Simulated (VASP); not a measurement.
# Pb2O (Pn-3m) in VASP: a series of runs

The runs below take Pb2O through single point, with PBE.

Program: VASP 6.6.1. These are calculated values, not measurements. Logs are shortened: lines on timing, memory, paths and dates and some standing lists are left out, and cuts for length are marked.

## Step 1: The cell of the first run

The structure is cubic, space group Pn-3m (No. 224). The conventional cell has a = 5.380 Å, b = 5.380 Å, c = 5.380 Å, α = 90.00°, β = 90.00°, γ = 90.00°. Pb (site symmetry -3m) has 2 O at 2.33 Å within 3.1 Å. Within 3.1 Å of O (site symmetry -43m) lie 4 Pb at 2.33 Å.

## Step 2: Single point, PBE

The input, INCAR:

```
SYSTEM = Pb2O
PREC     = Accurate       ! precision mode
ENCUT    = 520            ! plane-wave cutoff, eV
EDIFF    = 1E-6           ! SCF threshold, eV
ISMEAR   = 1              ! smearing method
SIGMA    = 0.05           ! smearing width, eV
LREAL    = .False.        ! projectors in reciprocal space
LASPH    = .True.         ! aspherical terms in the spheres
NELM     = 60             ! most SCF steps
ALGO     = Normal         ! electronic algorithm
ISIF     = 2              ! what is computed and relaxed
LWAVE    = .False.        ! write WAVECAR
LCHARG   = .False.        ! write CHGCAR
GGA      = PE             ! functional
NBANDS   = 43             ! bands
```

The input, KPOINTS:

```
regular mesh
0
Gamma
  5 5 5
  0 0 0
```

The input, POSCAR:

```
Pb2O
1.0
    5.3800000000      0.0000000000      0.0000000000
    0.0000000000      5.3800000000      0.0000000000
    0.0000000000      0.0000000000      5.3800000000
Pb O
4 2
Direct
    0.2500000000      0.2500000000      0.2500000000
    0.7500000000      0.7500000000      0.2500000000
    0.2500000000      0.7500000000      0.7500000000
    0.7500000000      0.2500000000      0.7500000000
    0.0000000000      0.0000000000      0.0000000000
    0.5000000000      0.5000000000      0.5000000000
```

Potentials or basis: VASP PAW PBE potentials, release 64 (Pb_d, O).

Command:

```console
> cat potpaw_PBE.64/Pb_d/POTCAR potpaw_PBE.64/O/POTCAR > POTCAR
> mpirun -np 1 vasp_std > vasp.out
```

OUTCAR:

```text
SYSTEM = Pb2O
   PREC = Accurate
   ENCUT = 520
   EDIFF = 1E-6
   ISMEAR = 1
   LREAL = .False.
   LASPH = .True.
   NELM = 60
   ISIF = 2
   GGA = PE

 ion  position               nearest neighbor table
   1  0.250  0.250  0.250-   5 2.33   6 2.33   4 3.80   2 3.80   3 3.80   3 3.80   4 3.80   2 3.80
                             3 3.80   3 3.80   2 3.80   4 3.80   4 3.80   2 3.80
   2  0.750  0.750  0.250-   5 2.33   6 2.33   4 3.80   1 3.80   3 3.80   3 3.80   4 3.80   1 3.80
                             4 3.80   4 3.80   1 3.80   3 3.80   3 3.80   1 3.80
   3  0.250  0.750  0.750-   5 2.33   6 2.33   4 3.80   1 3.80   2 3.80   1 3.80   2 3.80   1 3.80
                             4 3.80   1 3.80   2 3.80   4 3.80   2 3.80   4 3.80
   4  0.750  0.250  0.750-   5 2.33   6 2.33   3 3.80   1 3.80   2 3.80   1 3.80   2 3.80   2 3.80
                             3 3.80   2 3.80   1 3.80   3 3.80   1 3.80   3 3.80
   5  0.000  0.000  0.000-   1 2.33   2 2.33   3 2.33   4 2.33
   6  0.500  0.500  0.500-   1 2.33   2 2.33   3 2.33   4 2.33

  LATTYP: Found a simple cubic cell.
 ALAT       =     5.3800000000

  Lattice vectors:

 A1 = (   5.3800000000,   0.0000000000,   0.0000000000)
 A2 = (   0.0000000000,   5.3800000000,   0.0000000000)
 A3 = (   0.0000000000,   0.0000000000,   5.3800000000)

Analysis of symmetry for initial positions (statically):
=====================================================================
 Subroutine PRICEL returns:
 Original cell was already a primitive cell.

 Routine SETGRP: Setting up the symmetry group for a
 simple cubic supercell.

 Subroutine GETGRP returns: Found 48 space group operations
 (whereof 24 operations were pure point group operations)
 out of a pool of 48 trial point group operations.

The static configuration has the point symmetry T_d .
 The point group associated with its full space group is O_h .

Analysis of symmetry for dynamics (positions and initial velocities):
=====================================================================
 Subroutine PRICEL returns:
 Original cell was already a primitive cell.

 Routine SETGRP: Setting up the symmetry group for a
 simple cubic supercell.

 Subroutine GETGRP returns: Found 48 space group operations
 (whereof 24 operations were pure point group operations)
 out of a pool of 48 trial point group operations.

The dynamic configuration has the point symmetry T_d .
 The point group associated with its full space group is O_h .

 Subroutine INISYM returns: Found 48 space group operations
 (whereof 24 operations are pure point group operations),
 and found     1 'primitive' translations

----------------------------------------------------------------------------------------

                                     Primitive cell

  volume of cell :     155.7209

  direct lattice vectors                    reciprocal lattice vectors
     5.380000000  0.000000000  0.000000000     0.185873606  0.000000000  0.000000000
     0.000000000  5.380000000  0.000000000     0.000000000  0.185873606  0.000000000
     0.000000000  0.000000000  5.380000000     0.000000000  0.000000000  0.185873606

  length of vectors
     5.380000000  5.380000000  5.380000000     0.185873606  0.185873606  0.185873606

  position of ions in fractional coordinates (direct lattice)
     0.250000000  0.250000000  0.250000000
     0.750000000  0.750000000  0.250000000
     0.250000000  0.750000000  0.750000000
     0.750000000  0.250000000  0.750000000
     0.000000000  0.000000000  0.000000000
     0.500000000  0.500000000  0.500000000

  ion indices of the primitive-cell ions
   primitive index   ion index
                 1           1
                 2           2
                 3           3
                 4           4
                 5           5
                 6           6

----------------------------------------------------------------------------------------

 KPOINTS: regular mesh

Automatic generation of k-mesh.
 Grid dimensions read from file:
 generate k-points for:    5    5    5

 Generating k-lattice:

  Cartesian coordinates                     Fractional coordinates (reciprocal lattice)
     0.037174721  0.000000000  0.000000000     0.200000000  0.000000000  0.000000000
     0.000000000  0.037174721  0.000000000     0.000000000  0.200000000  0.000000000
     0.000000000  0.000000000  0.037174721     0.000000000  0.000000000  0.200000000

  Length of vectors
     0.037174721  0.037174721  0.037174721

  Shift w.r.t. Gamma in fractional coordinates (k-lattice)
     0.000000000  0.000000000  0.000000000

 Subroutine IBZKPT returns following result:
 ===========================================

 Found     10 irreducible k-points:

 Following reciprocal coordinates:
            Coordinates               Weight
  0.000000  0.000000  0.000000      1.000000
  0.200000  0.000000  0.000000      6.000000
  0.400000  0.000000  0.000000      6.000000
  0.200000  0.200000  0.000000     12.000000
  0.400000  0.200000  0.000000     24.000000
  0.400000  0.400000  0.000000     12.000000
  0.200000  0.200000  0.200000      8.000000
  0.400000  0.200000  0.200000     24.000000
  0.400000  0.400000  0.200000     24.000000
  0.400000  0.400000  0.400000      8.000000
   k-points           NKPTS =     10   k-points in BZ     NKDIM =     10   number of bands    NBANDS=     43
   number of dos      NEDOS =    301   number of ions     NIONS =      6
   total plane-waves  NPLWV =  64000
   dimension x,y,z NGX =    40 NGY =   40 NGZ =   40
   dimension x,y,z NGXF=    80 NGYF=   80 NGZF=   80
   ions per type =               4   2
   NGX,Y,Z   is equivalent  to a cutoff of  12.36, 12.36, 12.36 a.u.
   NGXF,Y,Z  is equivalent  to a cutoff of  24.72, 24.72, 24.72 a.u.
 SYSTEM =  Pb2O
   PREC   = accura    normal or accurate (medium, high low for compatibility)
   ISTART =      0    job   : 0-new  1-cont  2-samecut
   ICHARG =      2    charge: 1-file 2-atom 10-const
   ISPIN  =      1    spin polarized calculation?
   LNONCOLLINEAR =      F non collinear calculations
   LSORBIT =      F    spin-orbit coupling
   LASPH  =      T    aspherical Exc in radial PAW
   ENCUT  =  520.0 eV  38.22 Ry    6.18 a.u.  10.00 10.00 10.00*2*pi/ulx,y,z
   NELM   =     60;   NELMIN=  2; NELMDL= -5     # of ELM steps
   EDIFF  = 0.1E-05   stopping-criterion for ELM
   LREAL  =      F    real-space projection
   EDIFFG = 0.1E-04   stopping-criterion for IOM
   NSW    =      0    number of steps for IOM
   IBRION =     -1    ionic relax: 0-MD 1-quasi-New 2-CG
   NFREE  =      0    steps in history (QN), initial steepest desc. (CG)
   ISIF   =      2    stress and relaxation
   ISYM   =      2    0-nonsym 1-usesym 2-fastsym
   POTIM  = 0.5000    time-step for ionic-motion
   TEBEG  =    0.0;   TEEND  =   0.0 temperature during run
   PSTRESS=    0.0 pullay stress
   NELECT =      68.0000    total number of electrons
   NUPDOWN=      -1.0000    fix difference up-down
   EMIN   =  10.00;   EMAX   =-10.00  energy-range for DOS
   EFERMI =   0.00;   METHOD = LEGACY
   ISMEAR =     1;   SIGMA  =   0.05  broadening in eV -4-tet -1-fermi 0-gaus
   EFERMI_NEDOS =   21; number of points for ismear=-14 and -15
   IALGO  =     38    algorithm
   IMIX   =      4    mixing-type and parameters
     AMIX     =   0.40;   BMIX     =  1.00
     AMIX_MAG =   1.60;   BMIX_MAG =  1.00
  volume/ion in A,a.u.               =      25.95       175.14
  Fermi-wavevector in a.u.,A,eV,Ry     =   1.242021  2.347079 20.988559  1.542616
  Thomas-Fermi vector in A             =   2.376393
   LORBIT       =      0    0 simple, 1 ext, 2 COOP (PROOUT), +10 PAW based schemes
   GGA     = PE    functional components
   LHFCALC =     F    Hartree Fock is set to
   AEXX    =    0.0000 exact exchange contribution
   IVDW    =     0    specifies the selected vdW correction
   LEPSILON=     F    determine dielectric tensor
   LRPA    =     F    only Hartree local field effects (RPA)
 non-spin polarized calculation
 Methfessel and Paxton  Order N= 1 SIGMA  =   0.05
  energy-cutoff  :      520.00
  volume of cell :      155.72
 maximum number of plane-waves:      4212
   NGX = 21   NGY = 21   NGZ = 21

 number of electron      68.0000031 magnetization

 Free energy of the ion-electron system (eV)
  ---------------------------------------------------
  ext. energy  EPLUGINS =         0.00000000
  ---------------------------------------------------
  free energy    TOTEN  =       -26.43182034 eV

  energy without entropy =      -26.43059254  energy(sigma->0) =      -26.43141107

 E-fermi :   5.0482     XC(G=0):  -9.5276

 val. band max:        5.0330360714   @ k =   0.4000   0.2000   0.0000
 cond. band min:       5.1272429852   @ k =   0.4000   0.2000   0.0000
 fundamental gap:      0.0942069138
 Fermi energy:         5.0482080261

 k-point     1 :       0.0000    0.0000    0.0000
  band No.  band energies     occupation
      1     -13.5345      2.00000
      2     -12.3659      2.00000
      3     -11.4975      2.00000
      4     -11.4975      2.00000
      5     -11.4437      2.00000
      6     -11.4437      2.00000
[... 35 lines left out ...]
     42      10.7076      0.00000
     43      10.7076      0.00000

 k-point     2 :       0.2000    0.0000    0.0000
  band No.  band energies     occupation
      1     -13.4617      2.00000
      2     -12.5692      2.00000
      3     -11.4884      2.00000
      4     -11.4792      2.00000
      5     -11.4405      2.00000
      6     -11.4330      2.00000
[... 35 lines left out ...]
     42      10.8447      0.00000
     43      11.2428      0.00000

 k-point     3 :       0.4000    0.0000    0.0000
  band No.  band energies     occupation
      1     -13.2516      2.00000
      2     -12.9319      2.00000
      3     -11.4663      2.00000
      4     -11.4460      2.00000
      5     -11.4310      2.00000
      6     -11.4098      2.00000
[... 275 lines left out ...]
      6     -11.4179      2.00000
[... 35 lines left out ...]
     42      11.2206      0.00000
     43      12.1246      0.00000

 k-point    10 :       0.4000    0.4000    0.4000
  band No.  band energies     occupation
      1     -13.4749      2.00000
      2     -12.5309      2.00000
      3     -11.4418      2.00000
      4     -11.4418      2.00000
      5     -11.4291      2.00000
      6     -11.4195      2.00000
[... 35 lines left out ...]
     42      11.9361      0.00000
     43      12.4117      0.00000

------------------------ aborting loop because EDIFF is reached ----------------------------------------

  FORCE on cell =-STRESS in cart. coord.  units (eV):
  Direction    XX          YY          ZZ          XY          YZ          ZX
  --------------------------------------------------------------------------------------
  -------------------------------------------------------------------------------------
  Total        2.8150480      2.8150480      2.8150480     -0.0000000      0.0000000     -0.0000000
  in kB       28.9634016     28.9634016     28.9634016     -0.0000000      0.0000000     -0.0000000
  external PRESSURE =      28.9634016 kB  Pullay stress =       0.0000000 kB

 VOLUME and BASIS-vectors are now :
 -----------------------------------------------------------------------------
  energy-cutoff  :      520.00
  volume of cell :      155.72
      direct lattice vectors                 reciprocal lattice vectors
     5.380000000  0.000000000  0.000000000     0.185873606  0.000000000  0.000000000
     0.000000000  5.380000000  0.000000000     0.000000000  0.185873606  0.000000000
     0.000000000  0.000000000  5.380000000     0.000000000  0.000000000  0.185873606

 POSITION                                       TOTAL-FORCE (eV/Angst)
 -----------------------------------------------------------------------------------
      1.34500      1.34500      1.34500        -0.000000     -0.000000     -0.000000
      4.03500      4.03500      1.34500         0.000000     -0.000000     -0.000000
      1.34500      4.03500      4.03500        -0.000000     -0.000000      0.000000
      4.03500      1.34500      4.03500         0.000000      0.000000     -0.000000
      0.00000      0.00000      0.00000        -0.000000      0.000000      0.000000
      2.69000      2.69000      2.69000         0.000000      0.000000      0.000000
 -----------------------------------------------------------------------------------
    total drift:                                0.000000      0.000000     -0.000000

  FREE ENERGIE OF THE ION-ELECTRON SYSTEM (eV)
  ---------------------------------------------------
  free  energy   TOTEN  =       -26.4318203354 eV

  energy  without entropy=      -26.4305925392  energy(sigma->0) =      -26.43141107
```

Run time: 57 s. Hardware: 1 thread of Intel Xeon Platinum 8488C (Sapphire Rapids), shared host; peak memory 0.26 GiB.

Results:

| Item | Value |
| --- | --- |
| Free energy | -26.4318 eV |
| Pressure | 2.9 GPa |
| Band gap on the k mesh | zero (bands 34 and 35 overlap by 0.34 eV) |

Levels at points of the mesh, in eV from the Fermi level:
| k point | band 30 | band 31 | band 32 | band 33 | band 34 | band 35 | band 36 | band 37 | band 38 | band 39 |
| --- | --- | --- | --- | --- | --- | --- | --- | --- | --- | --- |
| (0.00, 0.00, 0.00) | -2.08 | -2.08 | -0.56 | -0.56 | -0.56 | 2.08 | 2.08 | 2.08 | 2.69 | 5.46 |

Caveat: semilocal functionals underestimate gaps, so a narrow gap can read as zero; spin-orbit coupling is left out, which moves the levels of the heavy elements.

## Step 3: Single point, PBE

This run uses another cell than the first one, of 26.99 Å³/atom.

The input, INCAR:

```
SYSTEM = Pb2O
  PREC = Accurate
  ENCUT = 520
  EDIFF = 1E-6
  ISMEAR = 1
  SIGMA = 0.05
  LREAL = .FALSE.
  LASPH = .TRUE.
  NELM = 100
  ALGO = Normal
  ISIF = 2
  LWAVE = .FALSE.
  LCHARG = .TRUE.
  GGA = PE
  LELF = .TRUE.
  LVHAR = .TRUE.
  NBANDS = 43
```

The input, KPOINTS:

```
Automatic mesh
0
G
  5 5 5
  0 0 0
```

POSCAR, as its differences from that of step 2:

```diff
@@ -2,5 +2,5 @@
 1.0
-    5.3800000000      0.0000000000      0.0000000000
-    0.0000000000      5.3800000000      0.0000000000
-    0.0000000000      0.0000000000      5.3800000000
+    5.4507975926      0.0000000000      0.0000000000
+    0.0000000000      5.4507975926      0.0000000000
+    0.0000000000      0.0000000000      5.4507975926
 Pb O
```

Potentials or basis: VASP PAW PBE potentials, release 64 (Pb_d, O).

Command:

```console
> cat potpaw_PBE.64/Pb_d/POTCAR potpaw_PBE.64/O/POTCAR > POTCAR
> mpirun -np 1 vasp_std > vasp.out
```

It took 66 s on 1 thread of Intel Xeon Platinum 8488C (Sapphire Rapids), shared host; peak memory 0.27 GiB.

Results (log left out):

* Free energy: -26.5050 eV
* Pressure: 0.7 GPa
* Band gap on the k mesh: zero (bands 34 and 35 overlap by 0.33 eV)

Levels at points of the mesh, in eV from the Fermi level:
```tsv
k point	band 32	band 33	band 34	band 35	band 36	band 37
(0.00, 0.00, 0.00)	-0.60	-0.60	-0.60	2.02	2.02	2.02
```

Caveat: semilocal functionals underestimate gaps, so a narrow gap can read as zero; spin-orbit coupling is left out, which moves the levels of the heavy elements.

(Part 1 of 2 ends here.)
